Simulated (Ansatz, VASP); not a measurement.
# Sc2Si: VASP beside Ansatz

```xyz
3
Lattice="1.9612 1.1323 5.2735 -1.9612 1.1323 5.2735 0.0000 -2.2646 5.2735" Properties=species:S:1:pos:R:3 pbc="T T T"
Sc    0.0000    0.0000   11.9477
Sc    0.0000    0.0000    3.8729
Si    0.0000    0.0000    0.0000
```

Alike in both runs: functional r2SCAN; k mesh 6 × 6 × 6; occupations gaussian, width 0.1 eV; no spin polarisation.

Ansatz relaxed the structure, and its values are those at the end. VASP's run is a single point on that final structure, the one shown.

|  | VASP | Ansatz |
| --- | --- | --- |
| version | VASP 6.6.1 | Ansatz 0.2.0 |
| potentials or method | VASP PAW PBE potentials, release 64 (Sc_sv, Si), cutoff 520 eV | scalar-relativistic, plane waves, PAW |
| valence electrons in the cell | 26 | 26 |

```csv
,VASP,Ansatz,Ansatz less VASP
gap on the k mesh at the Fermi level (eV),none,none,-
pressure (GPa),0.4,0.1,-0.23
rms of the force components (eV/Å),0.003,0.018,+0.0155
```

VASP's potentials were made for PBE, not for r2SCAN. A gap of «none» marks a metal or a gap that the smearing closes.
